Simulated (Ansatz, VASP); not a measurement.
## One calculation of HfS2, two programs

File INCAR:

```
  PREC = Accurate
  ENCUT = 500
  EDIFF = 1E-6
  ISMEAR = 0
  SIGMA = 0.05
  LREAL = False
  LASPH = True
  NELM = 120
  ALGO = Normal
  ISIF = 2
  LWAVE = False
  LCHARG = False
  GGA = PE
  IVDW = 12
  NBANDS = 18
  GGA_COMPAT = False
```

File KPOINTS:

```
Automatic mesh
0
Gamma
  12 12 6
```

POSCAR

```
HfS2
1.0
    3.6058628441      0.0000000000      0.0000000000
   -1.8029314221      3.1227688256      0.0000000000
    0.0000000000      0.0000000000      5.7126838711
Hf S
1 2
Direct
    0.0000000000      0.0000000000      0.0000000000
    0.6666666667      0.3333333333      0.7476059866
    0.3333333333      0.6666666667      0.2523940134
```

Input for Ansatz:

```yaml
crystal:
  lattice:
    - [3.6058628441, 0.0, 0.0]
    - [-1.8029314221, 3.1227688256, 0.0]
    - [0.0, 0.0, 5.7126838711]
  atoms:
    - { symbol: Hf, position: [0.0, 0.0, 0.0] }
    - { symbol: S, position: [0.6666666667, 0.3333333333, 0.7476059866] }
    - { symbol: S, position: [0.3333333333, 0.6666666667, 0.2523940134] }
basis:
  ecutwfc: 420
kpoints:
  mp_grid: { grid: [12, 12, 6] }
hamiltonian:
  xc: pbe
  dispersion: d3bj
scf:
  occupations: { method: gaussian, width: 0.05 }
output:
  forces: true
  stress: true
  eigenvalues: true
  write_density: true
  write_potential: true
  elf: true
  volumetric_format: npy
```

Change from the starting cell: strain -0.0100 x Voigt [0, 0, 1, 0, 0, 0], atoms carried along.

Alike in both runs: task single point; functional PBE; dispersion D3(BJ); k mesh 12 × 12 × 6; occupations gaussian, width 0.05 eV; no spin polarisation.

|  | VASP | Ansatz |
| --- | --- | --- |
| version | VASP 6.6.1 | Ansatz 0.2.0 |
| potentials or method | VASP PAW PBE potentials, release 64 (Hf_pv, S), cutoff 500 eV | scalar-relativistic, plane waves, PAW |
| valence electrons in the cell | 22 | 38 |

VASP gave:

| Item | Value |
| --- | --- |
| gap on the k mesh at the Fermi level (eV) | 0.86 |
| least direct gap on the mesh (eV) | 1.80 |
| pressure (GPa) | 0.4 |
| traceless stress, the component that is largest in VASP (GPa) | 0.56 |
| rms of the force components (eV/Å) | 0.046 |

Which values does Ansatz return?

gap on the k mesh at the Fermi level (eV): 0.83; least direct gap on the mesh (eV): 1.79; pressure (GPa): 0.9; traceless stress, the component that is largest in VASP (GPa): 0.48; rms of the force components (eV/Å): 0.077.

Atom by atom the forces differ by 0.031 eV/Å (rms over components). VASP's potentials hold 22 valence electrons a cell and Ansatz's 38, so a difference there can come from the potentials and not from the codes.

Spin-orbit coupling is off throughout.
